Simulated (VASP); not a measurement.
A run of VASP 6.6.1:

File INCAR:

```
SYSTEM = Al4Co
PREC = Accurate
ENCUT = 600
EDIFF = 1E-6
ISMEAR = 0
SIGMA = 0.2
LREAL = .False.
LASPH = .True.
NELM = 150
ALGO = Fast
ISIF = 3
LWAVE = .False.
LCHARG = .False.
ISPIN = 2
MAGMOM = 0 0 0 0 3
LORBIT = 11
LMAXMIX = 4
GGA = PE
IBRION = 2
NSW = 36
EDIFFG = -0.08
```

Contents of KPOINTS:

```
Automatic mesh
0
Gamma
  4 4 4
  0 0 0
```

The input POSCAR:

```
Al4Co
1.0
   -2.5900000000      2.5900000000      2.5900000000
    2.5900000000     -2.5900000000      2.5900000000
    2.5900000000      2.5900000000     -2.5900000000
Al Co
4 1
Direct
    0.0000000000      0.5000000000      0.0000000000
    0.5000000000      0.0000000000      0.0000000000
    0.0000000000      0.0000000000      0.5000000000
    0.5000000000      0.5000000000      0.5000000000
    0.0000000000      0.0000000000      0.0000000000
```

Potentials or basis: VASP PAW PBE potentials, release 64 (Al, Co).

The run is started by

```console
$ cat potpaw_PBE.64/Al/POTCAR potpaw_PBE.64/Co/POTCAR > POTCAR
$ mpirun -np 1 vasp_std > vasp.out
```

Hardware: 1 thread of AMD EPYC 7R13 Processor (Zen 3), with other jobs on the host.

Question: How long does it take, and how much memory?

Answer: It took 5.1 min on 1 thread of AMD EPYC 7R13 Processor (Zen 3), on a shared host, peak memory 0.22 GiB. Counts: scf iterations 209, k points 8, ion steps 7.
